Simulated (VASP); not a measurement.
Here is a VASP 6.6.1 calculation.

POSCAR

```
CoO
1.0
    1.5054695445      0.8691832468      2.4399269062
   -1.5054695445      0.8691832468      2.4399269062
    0.0000000000     -1.7383664936      2.4399269062
Co O
1 1
Direct
    0.0000000000      0.0000000000      0.0000000000
    0.5000000000      0.5000000000      0.5000000000
```

The input INCAR.step1:

```
SYSTEM = CoO
PREC = Accurate
ENCUT = 520
ISMEAR = -1
SIGMA = 0.05
LREAL = .FALSE.
LASPH = .TRUE.
NELM = 150
ISPIN = 2
MAGMOM = 2 0
LMAXMIX = 4
NBANDS = 18
GGA = PE
ALGO = Normal
EDIFF = 1E-4
LWAVE = .TRUE.
LCHARG = .FALSE.
```

INCAR.step2

```
SYSTEM = CoO
PREC = Accurate
ENCUT = 520
EDIFF = 1E-6
ISMEAR = -1
SIGMA = 0.05
LREAL = .FALSE.
LASPH = .TRUE.
NELM = 150
ALGO = Normal
ISIF = 2
LWAVE = .FALSE.
LCHARG = .FALSE.
ISPIN = 2
MAGMOM = 2 0
LORBIT = 11
LMAXMIX = 4
METAGGA = R2SCAN
LMIXTAU = .TRUE.
NBANDS = 18
ISTART = 1
```

KPOINTS

```
regular mesh
0
G
  11 11 11
  0 0 0
```

Potentials or basis: VASP PAW PBE potentials, release 64 (Co, O).

Run with:

```bash
$ cat potpaw_PBE.64/Co/POTCAR potpaw_PBE.64/O/POTCAR > POTCAR
$ cp INCAR.step1 INCAR
$ mpirun -np 1 vasp_std > vasp.out
$ cp INCAR.step2 INCAR
$ mpirun -np 1 vasp_std > vasp.out
```

Q: What does it give for the site moments?

A: Co +2.69; O +0.29 μB.

Q: What does it give for the pressure?

A: -3.9 GPa.

Stress tensor (GPa, compression positive):
```
-3.40  0.00  0.00
 0.00 -3.40  0.00
 0.00  0.00 -5.00
```

Caveat: the cell stands under tension; the PAW data sets were made with another functional, which shifts forces and pressure a little; a cell with one magnetic atom can't hold antiferromagnetic order, which such compounds often take.
